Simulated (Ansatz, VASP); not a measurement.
TePb in VASP and in Ansatz

```
CELL_PARAMETERS angstrom
0.00000 3.27541 3.22700
3.27541 0.00000 3.22700
3.27541 3.27541 0.00000
ATOMIC_POSITIONS crystal
Te 0.50000 0.50000 0.50000
Pb 0.00000 0.00000 0.00000
```

Change from the starting cell: x and y stretched by +1.5 %, z held.

Alike in both runs: task single point; functional PBE; k mesh 11 × 11 × 11; occupations fermi-dirac, width 0.08 eV; no spin polarisation.

|  | VASP | Ansatz |
| --- | --- | --- |
| version | VASP 6.6.1 | Ansatz 0.2.0 |
| potentials or method | VASP PAW PBE potentials, release 64 (Te, Pb_d), cutoff 520 eV | all-electron LAPW, scalar-relativistic |

Ansatz gave:

* pressure (GPa): 1.0
* traceless stress, the component that is largest in VASP (GPa): 1.12

Q: Which values does VASP return?

A: Pressure (GPa): 0.9; traceless stress, the component that is largest in VASP (GPa): 1.12.

Ansatz ran all-electron here, and VASP with PAW potentials.

Spin-orbit coupling is off throughout.
